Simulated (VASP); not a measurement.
CoSi (WC type): single point with PBE

CoSi (WC type):

```
Co Si
1.0
     2.49118    0.00000    0.00000
    -1.24559    2.15743    0.00000
     0.00000    0.00000    3.38182
Co Si
1 1
Cartesian
  0.0000 0.0000 0.0000
  0.0000 1.4383 1.6909
```

```json
{"Program": "VASP 6.6.1", "Task": "single point", "Functional": "PBE", "Potentials or basis": "VASP PAW PBE potentials, release 64 (Co, Si)", "Cutoff": "520 eV", "k mesh": "16 × 16 × 14", "Occupations": "fermi-dirac, width 0.08 eV", "Spin": "no spin polarisation"}
```

- Pressure: 68.0 GPa

Stress tensor (GPa, compression positive):
```
67.91  0.00  0.00
 0.00 67.91  0.00
 0.00  0.00 68.33
```

Levels at points of the mesh, in eV from the Fermi level:
```tsv
k point	band 5	band 6	band 7	band 8	band 9	band 10
(0.00, 0.00, 0.00)	-2.34	-1.42	-1.42	4.02	12.13	12.13
(0.50, 0.00, 0.00)	-2.03	-0.03	0.99	3.94	5.66	6.05
(0.00, 0.00, 0.50)	-2.28	-1.70	-1.70	10.38	12.95	12.95
(0.50, 0.00, 0.50)	-2.55	-2.35	-0.02	1.30	3.80	8.63
```

It took 41 s on 1 thread of AMD EPYC 7R13 Processor (Zen 3), with other jobs on the host, peak memory 0.15 GiB.

Spin polarisation is off, so any magnetic state and its effect on volume and gap are missing.
